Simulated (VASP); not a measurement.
The system is Si.

```
Si
1.0
     0.00000    2.72185    2.72185
     2.72185    0.00000    2.72185
     2.72185    2.72185    0.00000
Si
2
Direct
  0.75000 0.75000 0.75000
  0.50000 0.50000 0.50000
```

```yaml
Program: VASP 6.6.1
Task: relaxation of cell and atoms
Functional: LDA
Potentials_or_basis: VASP PAW LDA potentials, release 64 (Si)
Cutoff: 600 eV
k_mesh: 8 × 8 × 8
Occupations: gaussian, width 0.02 eV
Spin: no spin polarisation
```

At the start: pressure -2.1 GPa; volume 20.16 Å³/atom.

Task: How do energy, volume and symmetry change on relaxing?

Result: Over 3 steps the energy falls by 3.0 meV/atom and the volume is 19.72 Å³/atom (-2.2 %); space group Fd-3m (No. 227, to 0.1 Å) before and after.

Step by step:
```
step  energy change (eV)  largest force (eV/Å)  pressure (GPa)  volume (Å³)
   1              0.0000                0.0000           -2.07        40.33
   2             -0.0030                0.0000            1.55        38.83
   3             -0.0059                0.0000            0.00        39.44
```

Final structure:
```cif
data_structure
_symmetry_space_group_name_H-M 'P 1'
_symmetry_Int_Tables_number 1
_cell_length_a 3.8206
_cell_length_b 3.8206
_cell_length_c 3.8206
_cell_angle_alpha 60.000
_cell_angle_beta 60.000
_cell_angle_gamma 60.000
_cell_volume 39.44
loop_
_atom_site_label
_atom_site_type_symbol
_atom_site_fract_x
_atom_site_fract_y
_atom_site_fract_z
_atom_site_occupancy
Si1 Si 0.75000 0.75000 0.75000 1
Si2 Si 0.50000 0.50000 0.50000 1
```
